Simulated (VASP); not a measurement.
# C (Cm) in VASP: single point with PBE

Aim: the single point of C with PBE.

The COD entry that gives the cell may itself be a prediction, so a difference from it is no test against experiment.

Everything below comes from runs of VASP 6.6.1. Logs are shortened: lines on timing, memory, paths and dates and some standing lists are left out, and cuts for length are marked.

## (1) The cell of the first run

The structure is monoclinic, space group Cm (No. 8). The conventional cell has a = 4.368 Å, b = 2.522 Å, c = 8.237 Å, α = 90.00°, β = 90.00°, γ = 90.00°. C (site symmetry m) has 4 C at 1.38 to 1.61 Å within 1.8 Å. Within 2.1 Å of C (site symmetry m) lie 4 C at 1.54 Å. Within 2.1 Å of C (site symmetry m) lie 4 C at 1.54 Å. C (site symmetry m) has 4 C at 1.54 Å within 2.1 Å. C (site symmetry m) has 4 C at 1.38 to 1.61 Å within 1.8 Å. Within 2.1 Å of C (site symmetry m) lie 4 C at 1.54 Å. C (site symmetry m) has 4 C at 1.54 to 1.61 Å within 2.1 Å. C (site symmetry m) has 4 C at 1.54 Å within 2.1 Å.

## (2) Single point, PBE (atom 5 (C) moved +0.167 Å towards its neighbour atom 1 (C) at 1.544 Å)

The input, INCAR:

```
PREC     = Accurate       # precision mode
ENCUT    = 520            # plane-wave cutoff, eV
EDIFF    = 1E-6           # SCF threshold, eV
ISMEAR   = 0              # smearing method
SIGMA    = 0.05           # smearing width, eV
LREAL    = F              # projectors in reciprocal space
LASPH    = T              # aspherical terms in the spheres
NELM     = 80             # most SCF steps
ALGO     = Normal         # electronic algorithm
ISIF     = 2              # what is computed and relaxed
LWAVE    = F              # write WAVECAR
LCHARG   = F              # write CHGCAR
GGA      = PE             # functional
NBANDS   = 26             # bands
```

The input, KPOINTS:

```
Automatic mesh
0
Gamma
  12 12 4
```

The input, POSCAR:

```
C
1.0
    2.5220988435      0.0000000000      0.0000000000
   -1.2610494217      2.1842016693      0.0000000000
    0.0000000000      0.0000000000      8.2371000000
C
8
Direct
    0.0000000000      0.0000000000      0.0937500000
    0.0000000000      0.0000000000      0.5937500000
    0.0000000000      0.0000000000      0.4062500000
    0.0000000000      0.0000000000      0.9062500000
    0.2973553477      0.5947106953      0.1495041277
    0.6666666667      0.3333333333      0.6562500000
    0.3333333333      0.6666666667      0.3437500000
    0.6666666667      0.3333333333      0.8437500000
```

Potentials or basis: VASP PAW PBE potentials, release 64 (C).

Run with:

```
cat potpaw_PBE.64/C/POTCAR > POTCAR
mpirun -np 1 vasp_std > vasp.out
```

OUTCAR:

```text
PREC = Accurate
   ENCUT = 520
   EDIFF = 1E-6
   ISMEAR = 0
   LREAL = F
   LASPH = T
   NELM = 80
   ISIF = 2
   GGA = PE

 ion  position               nearest neighbor table
   1  0.000  0.000  0.094-   5 1.38   4 1.54   5 1.61   5 1.61
   2  0.000  0.000  0.594-   3 1.54   6 1.54   6 1.54   6 1.54
   3  0.000  0.000  0.406-   2 1.54   7 1.54   7 1.54   7 1.54
   4  0.000  0.000  0.906-   1 1.54   8 1.54   8 1.54   8 1.54
   5  0.297  0.595  0.150-   1 1.38   7 1.61   1 1.61   1 1.61
   6  0.667  0.333  0.656-   8 1.54   2 1.54   2 1.54   2 1.54
   7  0.333  0.667  0.344-   3 1.54   3 1.54   3 1.54   5 1.61
   8  0.667  0.333  0.844-   6 1.54   4 1.54   4 1.54   4 1.54

  LATTYP: Found a hexagonal cell.
 ALAT       =     2.5220988435
 C/A-ratio  =     3.2659703331

  Lattice vectors:

 A1 = (   2.5220988435,   0.0000000000,   0.0000000000)
 A2 = (  -1.2610494217,   2.1842016693,   0.0000000000)
 A3 = (   0.0000000000,   0.0000000000,   8.2371000000)

Analysis of symmetry for initial positions (statically):
=====================================================================
 Subroutine PRICEL returns:
 Original cell was already a primitive cell.

 Routine SETGRP: Setting up the symmetry group for a
 hexagonal supercell.

 Subroutine GETGRP returns: Found  2 space group operations
 (whereof  2 operations were pure point group operations)
 out of a pool of 24 trial point group operations.

The static configuration has the point symmetry C_1h.

Analysis of symmetry for dynamics (positions and initial velocities):
=====================================================================
 Subroutine PRICEL returns:
 Original cell was already a primitive cell.

 Routine SETGRP: Setting up the symmetry group for a
 hexagonal supercell.

 Subroutine GETGRP returns: Found  2 space group operations
 (whereof  2 operations were pure point group operations)
 out of a pool of 24 trial point group operations.

The dynamic configuration has the point symmetry C_1h.

 Subroutine INISYM returns: Found  2 space group operations
 (whereof  2 operations are pure point group operations),
 and found     1 'primitive' translations

----------------------------------------------------------------------------------------

                                     Primitive cell

  volume of cell :      45.3763

[... 103 lines left out ...]
   NSW    =      0    number of steps for IOM
   IBRION =     -1    ionic relax: 0-MD 1-quasi-New 2-CG
   NFREE  =      0    steps in history (QN), initial steepest desc. (CG)
   ISIF   =      2    stress and relaxation
   ISYM   =      2    0-nonsym 1-usesym 2-fastsym
   POTIM  = 0.5000    time-step for ionic-motion
   TEBEG  =    0.0;   TEEND  =   0.0 temperature during run
   PSTRESS=    0.0 pullay stress
   NELECT =      32.0000    total number of electrons
   NUPDOWN=      -1.0000    fix difference up-down
   EMIN   =  10.00;   EMAX   =-10.00  energy-range for DOS
   EFERMI =   0.00;   METHOD = LEGACY
   ISMEAR =     0;   SIGMA  =   0.05  broadening in eV -4-tet -1-fermi 0-gaus
   EFERMI_NEDOS =   21; number of points for ismear=-14 and -15
   IALGO  =     38    algorithm
   IMIX   =      4    mixing-type and parameters
     AMIX     =   0.40;   BMIX     =  1.00
     AMIX_MAG =   1.60;   BMIX_MAG =  1.00
  volume/ion in A,a.u.               =       5.67        38.28
  Fermi-wavevector in a.u.,A,eV,Ry     =   1.457186  2.753683 28.890503  2.123392
  Thomas-Fermi vector in A             =   2.574017
   LORBIT       =      0    0 simple, 1 ext, 2 COOP (PROOUT), +10 PAW based schemes
   GGA     = PE    functional components
   LHFCALC =     F    Hartree Fock is set to
   AEXX    =    0.0000 exact exchange contribution
   IVDW    =     0    specifies the selected vdW correction
   LEPSILON=     F    determine dielectric tensor
   LRPA    =     F    only Hartree local field effects (RPA)
 non-spin polarized calculation
 Gauss-broadening in eV      SIGMA  =   0.05
  energy-cutoff  :      520.00
  volume of cell :       45.38
 maximum number of plane-waves:      1242
   NGX =  9   NGY =  9   NGZ = 31

 number of electron      31.9999994 magnetization

 Free energy of the ion-electron system (eV)
  ---------------------------------------------------
  ext. energy  EPLUGINS =         0.00000000
  ---------------------------------------------------
  free energy    TOTEN  =       -72.02705204 eV

  energy without entropy =      -72.02705204  energy(sigma->0) =      -72.02705204

 E-fermi :  10.6374     XC(G=0): -13.2488

 val. band max:       10.4308568385   @ k =   0.0000   0.0000   0.0000
 cond. band min:      13.7776640316   @ k =   0.5000   0.0000   0.0000
 fundamental gap:      3.3468071931
 Fermi energy:        10.6374050665

 k-point     1 :       0.0000    0.0000    0.0000
  band No.  band energies     occupation
      1     -11.7942      2.00000
      2     -10.1644      2.00000
      3      -9.9640      2.00000
      4      -6.0270      2.00000
      5      -3.5785      2.00000
      6       3.1163      2.00000
[... 685 lines left out ...]
     25      21.2906      0.00000
     26      21.7365      0.00000

 [... further k-points ...]

------------------------ aborting loop because EDIFF is reached ----------------------------------------

  FORCE on cell =-STRESS in cart. coord.  units (eV):
  Direction    XX          YY          ZZ          XY          YZ          ZX
  --------------------------------------------------------------------------------------
  -------------------------------------------------------------------------------------
  Total       -0.3659365      2.1744233      3.3690238      0.0000000      1.0501482      0.0000000
  in kB      -12.9207322     76.7760020    118.9557639      0.0000000     37.0793411      0.0000000
  external PRESSURE =      60.9370112 kB  Pullay stress =       0.0000000 kB

 VOLUME and BASIS-vectors are now :
 -----------------------------------------------------------------------------
  energy-cutoff  :      520.00
  volume of cell :       45.38
      direct lattice vectors                 reciprocal lattice vectors
     2.522098843  0.000000000  0.000000000     0.396495166  0.228916591  0.000000000
    -1.261049422  2.184201669  0.000000000     0.000000000  0.457833182  0.000000000
     0.000000000  0.000000000  8.237100000     0.000000000  0.000000000  0.121401950

 POSITION                                       TOTAL-FORCE (eV/Angst)
 -----------------------------------------------------------------------------------
      0.00000      0.00000      0.77223        -0.000000     -6.525451     -2.530497
      0.00000      0.00000      4.89078        -0.000000     -0.110169     -0.298437
      0.00000      0.00000      3.34632        -0.000000     -0.000707      0.015379
      0.00000      0.00000      7.46487        -0.000000     -0.090140      0.026491
      0.00000      1.29897      1.23148         0.000000      7.628512      3.135174
      1.26105      0.72807      5.40560         0.000000      0.004932     -0.329368
     -0.00000      1.45613      2.83150        -0.000000     -0.958826     -0.295249
      1.26105      0.72807      6.95005         0.000000      0.051848      0.276507
 -----------------------------------------------------------------------------------
    total drift:                               -0.000000     -0.000180      0.000112

  FREE ENERGIE OF THE ION-ELECTRON SYSTEM (eV)
  ---------------------------------------------------
  free  energy   TOTEN  =       -72.0270520378 eV

  energy  without entropy=      -72.0270520378  energy(sigma->0) =      -72.02705204
```

OSZICAR:

```text
N       E                     dE             d eps       ncg     rms          rms(c)
DAV:   1     0.644780616950E+02    0.64478E+02   -0.16585E+04  8528   0.120E+03
DAV:   2    -0.695036242851E+02   -0.13398E+03   -0.12553E+03 11214   0.230E+02
DAV:   3    -0.745941921427E+02   -0.50906E+01   -0.50482E+01 11592   0.395E+01
DAV:   4    -0.746414840012E+02   -0.47292E-01   -0.47215E-01 10810   0.420E+00
DAV:   5    -0.746423102290E+02   -0.82623E-03   -0.82547E-03 11478   0.502E-01    0.112E+01
DAV:   6    -0.726779861039E+02    0.19643E+01   -0.12933E+00  9756   0.619E+00    0.668E+00
DAV:   7    -0.720231294155E+02    0.65486E+00   -0.15762E+00 10276   0.703E+00    0.145E+00
DAV:   8    -0.720267780326E+02   -0.36486E-02   -0.40374E-02 10978   0.114E+00    0.139E-01
DAV:   9    -0.720269732170E+02   -0.19518E-03   -0.13004E-03 11164   0.232E-01    0.422E-02
DAV:  10    -0.720270242314E+02   -0.51014E-04   -0.96513E-05 11084   0.705E-02    0.215E-02
DAV:  11    -0.720270486189E+02   -0.24388E-04   -0.25088E-05 10362   0.332E-02    0.693E-03
DAV:  12    -0.720270518715E+02   -0.32526E-05   -0.27000E-06 10104   0.118E-02    0.256E-03
DAV:  13    -0.720270520378E+02   -0.16631E-06   -0.46949E-07  6140   0.575E-03
   1 F= -.72027052E+02 E0= -.72027052E+02  d E =-.190018E-11
```

stdout:

```text
POSCAR found type information on POSCAR C
 POSCAR found :  1 types and       8 ions
 scaLAPACK will be used
 LDA part: xc-table for (Slater+PW92), standard interpolation
 POSCAR, INCAR and KPOINTS ok, starting setup
 FFT: planning ... GRIDC
 FFT: planning ... GRID_SOFT
 FFT: planning ... GRID
 WAVECAR not read
 entering main loop
```

Wall time 91 s (1 thread of Intel Xeon Platinum 8559C (Emerald Rapids), shared host); peak memory 0.25 GiB.

What came out:

| Quantity | Value |
| --- | --- |
| Free energy | -72.0271 eV |
| Pressure | 6.1 GPa |
| Largest force | 8.248 eV/Å |
| Band gap on the k mesh | 3.35 eV, indirect (least direct gap 3.67 eV) |

Forces on the atoms (eV/Å):
```
C    0.000 -6.525 -2.530
C    0.000 -0.110 -0.298
C    0.000 -0.001  0.015
C    0.000 -0.090  0.026
C    0.000  7.629  3.135
C    0.000  0.005 -0.329
C    0.000 -0.959 -0.295
C    0.000  0.052  0.277
```

Caveat: the cell differs from its parent crystal (atom 5 (C) moved +0.167 Å towards its neighbour atom 1 (C) at 1.544 Å); forces of over 1 eV/Å act on the atoms, so gaps and moduli don't describe the material at rest. A k mesh can miss the band edges.
